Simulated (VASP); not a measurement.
# C (P6_3/mmc) in VASP: G0W0 quasiparticle levels with PBE

Aim: the G0W0 quasiparticle levels of C with PBE.

All numbers are computed with VASP 6.6.1; they aren't measurements. Logs are shortened: lines on timing, memory, paths and dates and some standing lists are left out, and cuts for length are marked.

### 1 The cell of the first run

It takes space group P6_3/mmc (No. 194, hexagonal). Conventional cell: a = 2.503 Å, b = 2.503 Å, c = 4.169 Å, α = 90.00°, β = 90.00°, γ = 120.00°. Within 2.0 Å of C (site symmetry 3m) lie 4 C at 1.54 to 1.56 Å.

### 2 G0W0 quasiparticle levels, PBE

POSCAR reads:

```
C
1.0
    2.5031953547      0.0000000000      0.0000000000
   -1.2515976774      2.1678307678      0.0000000000
    0.0000000000      0.0000000000      4.1688692743
C
4
Direct
    0.3333333333      0.6666666667      0.0002313159
    0.6666666667      0.3333333333      0.5002313159
    0.3333333333      0.6666666667      0.3747686841
    0.6666666667      0.3333333333      0.8747686841
```

INCAR.step1 reads:

```
SYSTEM = C
ALGO = Normal
EDIFF = 1E-8
ENCUT = 500
GGA = PE
ISMEAR = 0
LASPH = .TRUE.
LCHARG = .FALSE.
LREAL = .FALSE.
LWAVE = .TRUE.
NELM = 100
PREC = Accurate
SIGMA = 0.01
```

INCAR.step2 reads:

```
SYSTEM = C
ALGO = Exact
EDIFF = 1E-8
ENCUT = 500
GGA = PE
ISMEAR = 0
ISTART = 1
LASPH = .TRUE.
LCHARG = .FALSE.
LOPTICS = .TRUE.
LREAL = .FALSE.
LWAVE = .TRUE.
NBANDS = 75
NELM = 1
PREC = Accurate
SIGMA = 0.01
```

INCAR.step3 reads:

```
SYSTEM = C
ALGO = EVGW0
EDIFF = 1E-8
ENCUT = 500
ENCUTGW = 120.0
GGA = PE
ISMEAR = 0
ISTART = 1
LASPH = .TRUE.
LCHARG = .FALSE.
LREAL = .FALSE.
LWAVE = .FALSE.
NBANDS = 75
NBANDSGW = 16
NELMGW = 1
NOMEGA = 96
OMEGAMAX = 30
PREC = Accurate
PRECFOCK = Fast
SIGMA = 0.01
```

KPOINTS reads:

```
k-points
0
G
  6 6 4
  0 0 0
```

Potentials or basis: VASP PAW PBE potentials, release 64 (C_GW).

Run with:

```bash
$ cat potpaw_PBE.64/C_GW/POTCAR > POTCAR
$ cp INCAR.step1 INCAR
$ mpirun -np 1 vasp_std > vasp.out
$ cp INCAR.step2 INCAR
$ mpirun -np 1 vasp_std > vasp.out
$ cp INCAR.step3 INCAR
$ mpirun -np 1 vasp_std > vasp.out
```

OUTCAR:

```text
SYSTEM = C
   EDIFF = 1E-8
   ENCUT = 500
   ENCUTGW = 120.0
   GGA = PE
   ISMEAR = 0
   ISTART = 1
   LASPH = .TRUE.
   LREAL = .FALSE.
   NELMGW = 1
   PREC = Accurate
   PRECFOCK = Fast

 ion  position               nearest neighbor table
   1  0.333  0.667  0.000-   4 1.54   4 1.54   4 1.54   3 1.56
   2  0.667  0.333  0.500-   3 1.54   3 1.54   3 1.54   4 1.56
   3  0.333  0.667  0.375-   2 1.54   2 1.54   2 1.54   1 1.56
   4  0.667  0.333  0.875-   1 1.54   1 1.54   1 1.54   2 1.56

  LATTYP: Found a hexagonal cell.
 ALAT       =     2.5031953547
 C/A-ratio  =     1.6654190679

  Lattice vectors:

 A1 = (   2.5031953547,   0.0000000000,   0.0000000000)
 A2 = (  -1.2515976774,   2.1678307678,   0.0000000000)
 A3 = (   0.0000000000,   0.0000000000,   4.1688692743)

Analysis of symmetry for initial positions (statically):
=====================================================================
 Subroutine PRICEL returns:
 Original cell was already a primitive cell.

 Routine SETGRP: Setting up the symmetry group for a
 hexagonal supercell.

 Subroutine GETGRP returns: Found 24 space group operations
 (whereof  6 operations were pure point group operations)
 out of a pool of 24 trial point group operations.

The static configuration has the point symmetry C_3v.
 The point group associated with its full space group is D_6h.

Analysis of symmetry for dynamics (positions and initial velocities):
=====================================================================
 Subroutine PRICEL returns:
 Original cell was already a primitive cell.

 Routine SETGRP: Setting up the symmetry group for a
 hexagonal supercell.

 Subroutine GETGRP returns: Found 24 space group operations
 (whereof  6 operations were pure point group operations)
 out of a pool of 24 trial point group operations.

The dynamic configuration has the point symmetry C_3v.
 The point group associated with its full space group is D_6h.

 Subroutine INISYM returns: Found 24 space group operations
 (whereof  6 operations are pure point group operations),
 and found     1 'primitive' translations

----------------------------------------------------------------------------------------

                                     Primitive cell

  volume of cell :      22.6224

  direct lattice vectors                    reciprocal lattice vectors
     2.503195355  0.000000000  0.000000000     0.399489396  0.230645310  0.000000000
    -1.251597677  2.167830768  0.000000000     0.000000000  0.461290620  0.000000000
     0.000000000  0.000000000  4.168869274     0.000000000  0.000000000  0.239873197

  length of vectors
     2.503195355  2.503195355  4.168869274     0.461290620  0.461290620  0.239873197

  position of ions in fractional coordinates (direct lattice)
     0.333333333  0.666666667  0.000231316
     0.666666667  0.333333333  0.500231316
     0.333333333  0.666666667  0.374768684
     0.666666667  0.333333333  0.874768684

  ion indices of the primitive-cell ions
   primitive index   ion index
                 1           1
                 2           2
                 3           3
                 4           4

----------------------------------------------------------------------------------------

 KPOINTS: k-points

Automatic generation of k-mesh.
 Grid dimensions read from file:
 generate k-points for:    6    6    4

 Generating k-lattice:

  Cartesian coordinates                     Fractional coordinates (reciprocal lattice)
     0.066581566  0.038440885  0.000000000     0.166666667  0.000000000  0.000000000
     0.000000000  0.076881770  0.000000000     0.000000000  0.166666667  0.000000000
     0.000000000  0.000000000  0.059968299     0.000000000  0.000000000  0.250000000

  Length of vectors
     0.076881770  0.076881770  0.059968299

  Shift w.r.t. Gamma in fractional coordinates (k-lattice)
     0.000000000  0.000000000  0.000000000

 Subroutine IBZKPT returns following result:
 ===========================================

 Found     21 irreducible k-points:

 Following reciprocal coordinates:
            Coordinates               Weight
  0.000000  0.000000  0.000000      1.000000
  0.166667  0.000000  0.000000      6.000000
  0.333333  0.000000  0.000000      6.000000
  0.500000  0.000000  0.000000      3.000000
  0.166667  0.166667  0.000000      6.000000
  0.333333  0.166667  0.000000     12.000000
[... 13 lines left out ...]
  0.333333  0.166667  0.500000     12.000000
  0.333333  0.333333  0.500000      2.000000
   k-points           NKPTS =     21   k-points in BZ     NKDIM =    144   number of bands    NBANDS=     75
   number of dos      NEDOS =    301   number of ions     NIONS =      4
   total plane-waves  NPLWV =   9720
   dimension x,y,z NGX =    18 NGY =   18 NGZ =   30
   dimension x,y,z NGXF=    36 NGYF=   36 NGZF=   60
   ions per type =               4
   NGX,Y,Z   is equivalent  to a cutoff of  11.95, 11.95, 11.96 a.u.
   NGXF,Y,Z  is equivalent  to a cutoff of  23.91, 23.91, 23.93 a.u.
 SYSTEM =  C
   PREC   = accura    normal or accurate (medium, high low for compatibility)
   ISTART =      1    job   : 0-new  1-cont  2-samecut
   ICHARG =      0    charge: 1-file 2-atom 10-const
   ISPIN  =      1    spin polarized calculation?
   LNONCOLLINEAR =      F non collinear calculations
   LSORBIT =      F    spin-orbit coupling
   LASPH  =      T    aspherical Exc in radial PAW
   ENCUT  =  500.0 eV  36.75 Ry    6.06 a.u.   4.56  4.56  7.60*2*pi/ulx,y,z
   NELM   =     60;   NELMIN=  2; NELMDL=  0     # of ELM steps
   EDIFF  = 0.1E-07   stopping-criterion for ELM
   LREAL  =      F    real-space projection
   EDIFFG = 0.1E-06   stopping-criterion for IOM
   NSW    =      0    number of steps for IOM
   IBRION =     -1    ionic relax: 0-MD 1-quasi-New 2-CG
   NFREE  =      0    steps in history (QN), initial steepest desc. (CG)
   ISIF   =      0    stress and relaxation
   ISYM   =      3    0-nonsym 1-usesym 2-fastsym
   POTIM  = 0.5000    time-step for ionic-motion
   TEBEG  =    0.0;   TEEND  =   0.0 temperature during run
   PSTRESS=    0.0 pullay stress
   NELECT =      16.0000    total number of electrons
   NUPDOWN=      -1.0000    fix difference up-down
   EMIN   =  10.00;   EMAX   =-10.00  energy-range for DOS
   EFERMI =   0.00;   METHOD = LEGACY
   ISMEAR =     0;   SIGMA  =   0.01  broadening in eV -4-tet -1-fermi 0-gaus
   EFERMI_NEDOS =   21; number of points for ismear=-14 and -15
   IALGO  =     38    algorithm
   IMIX   =      4    mixing-type and parameters
     AMIX     =   0.40;   BMIX     =  1.00
     AMIX_MAG =   1.60;   BMIX_MAG =  1.00
  volume/ion in A,a.u.               =       5.66        38.17
  Fermi-wavevector in a.u.,A,eV,Ry     =   1.458597  2.756349 28.946471  2.127506
  Thomas-Fermi vector in A             =   2.575263
   LORBIT       =      0    0 simple, 1 ext, 2 COOP (PROOUT), +10 PAW based schemes
   GGA     = PE    functional components
   LHFCALC =     T    Hartree Fock is set to
   PRECFOCK=fast      Normal, Fast or Accurate (Low or Medium for compatibility)
   ENCUT4O =  -1.0   cutoff for four orbital integrals eV
   NKREDX  =     1    reduce k-point grid by
   NKREDY  =     1    reduce k-point grid by
   NKREDZ  =     1    reduce k-point grid by
   AEXX    =    1.0000 exact exchange contribution
   HFSCREEN=    0.0000 screening length (either q_TF or 0.3 A-1)
   HFSCREENC=   0.0000 screening length for correlation (either q_TF or 0.3 A-1)
   ENCUTFOCK=  -1.0 apply spherical cutoff to Coloumb kernel
   IVDW    =     0    specifies the selected vdW correction
   LEPSILON=     F    determine dielectric tensor
   LRPA    =     F    only Hartree local field effects (RPA)
   LRPAFORCE           =     F    calculate RPA forces
   ENCUTGW             = 120.0    cutoff for response function in eV
   ENCUTGWSOFT         =  96.0    soft cutoff for Coulomb kernel in GW response function in eV
   ENCUTLF             =  -1.0    cutoff for local field effects
   NELMGW              =     1    number of iterations in solving QP/BSE equation
   NELMHF              =     1    number of iterations in the inner HF iteration
   NKREDLFX            =     1    NKREDLFY  =   1   NKREDLFZ  =   1
 non-spin polarized calculation
 Gauss-broadening in eV      SIGMA  =   0.01
  energy-cutoff  :      500.00
  volume of cell :       22.62
 maximum number of plane-waves:       592
  NGX = 12; NGY = 12; NGZ = 20
   NGX =  9   NGY =  9   NGZ = 15
 maximum number of plane-waves:        70
 NGX is ok and might be reduce to    10

 QP shifts <psi_nk| G(iteration)W_0 |psi_nk>: iteration 1
 for sc-GW calculations column KS-energies equals QP-energies in previous step
 and V_xc(KS)=  KS-energies - (<T + V_ion + V_H > + <T+V_H+V_ion>^1  + <V_x>^1)

 k-point   1 :       0.0000    0.0000    0.0000
  band No.  KS-energies  QP-energies   sigma(KS)   V_xc(KS)     V^pw_x(r,r')   Z            occupation Imag(sigma)

      1     -11.7312     -13.1382     -16.6602     -14.7967     -25.4599       0.7550       2.0000       1.3623
      2      -6.1525      -7.3539     -17.2573     -15.6621     -24.7082       0.7531       2.0000       0.6684
      3      -3.6249      -4.6815     -15.9148     -14.5059     -21.9003       0.7500       2.0000       0.3502
      4       7.0073       6.4481     -17.1080     -16.4250     -19.8978       0.8187       2.0000       0.0506
      5       7.0073       6.4481     -17.1080     -16.4250     -19.8978       0.8187       2.0000       0.0506
      6       9.6140       9.2995     -17.0551     -16.6758     -18.9387       0.8293       2.0000       0.0357
[... 8 lines left out ...]
     15      24.2385      25.6091     -15.2602     -17.0545      -8.0953       0.7639       0.0000      -0.1769
     16      27.8217      29.4962     -14.3635     -16.5697      -6.0899       0.7590       0.0000      -0.3725

 k-point   2 :       0.1667    0.0000    0.0000
  band No.  KS-energies  QP-energies   sigma(KS)   V_xc(KS)     V^pw_x(r,r')   Z            occupation Imag(sigma)

      1     -11.0414     -12.4067     -16.6597     -14.8455     -25.2866       0.7525       2.0000       1.2650
      2      -5.5310      -6.7143     -17.2718     -15.6982     -24.5133       0.7520       2.0000       0.5882
      3      -2.9908      -4.0465     -16.0331     -14.6299     -21.8190       0.7523       2.0000       0.2998
      4       4.1334       3.3313     -16.8793     -15.8809     -20.4205       0.8034       2.0000       0.0726
      5       5.8390       5.1935     -16.9361     -16.1430     -19.9933       0.8140       2.0000       0.0572
      6       7.6453       7.1167     -17.2303     -16.5853     -19.9275       0.8196       2.0000       0.0490
[... 8 lines left out ...]
     15      25.0760      26.5512     -15.1503     -17.0852      -7.7685       0.7624       0.0000      -0.2143
     16      25.3356      26.0415     -11.2599     -12.1119      -5.4409       0.8286       0.0000      -0.1497
[... 348 lines left out ...]
      5       2.8954       2.0222     -16.4983     -15.4029     -20.3020       0.7972       2.0000       0.0844
      6       2.8954       2.0222     -16.4983     -15.4029     -20.3020       0.7972       2.0000       0.0844
[... 8 lines left out ...]
     15      25.2302      26.8221     -14.1810     -16.2456      -6.8426       0.7711       0.0000      -0.2117
     16      25.2302      26.8221     -14.1810     -16.2456      -6.8426       0.7711       0.0000      -0.2117

 k-point  21 :       0.3333    0.3333    0.5000
  band No.  KS-energies  QP-energies   sigma(KS)   V_xc(KS)     V^pw_x(r,r')   Z            occupation Imag(sigma)

      1      -3.5181      -4.6505     -17.4271     -15.9171     -24.0459       0.7499       2.0000       0.3978
      2      -3.5181      -4.6505     -17.4271     -15.9171     -24.0459       0.7499       2.0000       0.3978
      3      -2.4276      -3.5108     -16.8806     -15.4433     -22.7864       0.7537       2.0000       0.2715
      4      -2.4276      -3.5108     -16.8806     -15.4433     -22.7864       0.7537       2.0000       0.2715
      5       0.5422      -0.4435     -15.8755     -14.6159     -20.2070       0.7825       2.0000       0.1223
      6       0.5422      -0.4435     -15.8755     -14.6159     -20.2070       0.7825       2.0000       0.1223
[... 8 lines left out ...]
     15      25.4932      27.1582     -14.5703     -16.7478      -7.0374       0.7647       0.0000      -0.2277
     16      25.4932      27.1582     -14.5703     -16.7478      -7.0374       0.7647       0.0000      -0.2277
```

Wall time 3.6 min (1 thread of Intel Xeon 8259CL, shared host); peak memory 0.31 GiB.

Results:

```
Quasiparticle gap                                   : 4.27 eV
Least direct quasiparticle gap                      : 6.54 eV
Band gap of the starting levels on the mesh         : 3.31 eV
Least direct gap of the starting levels on the mesh : 4.99 eV
```

Caveat: the k points lie up to 0.48 Å⁻¹ apart; bands, screening cutoff and mesh are small and nothing is extrapolated, so the quasiparticle values aren't converged.
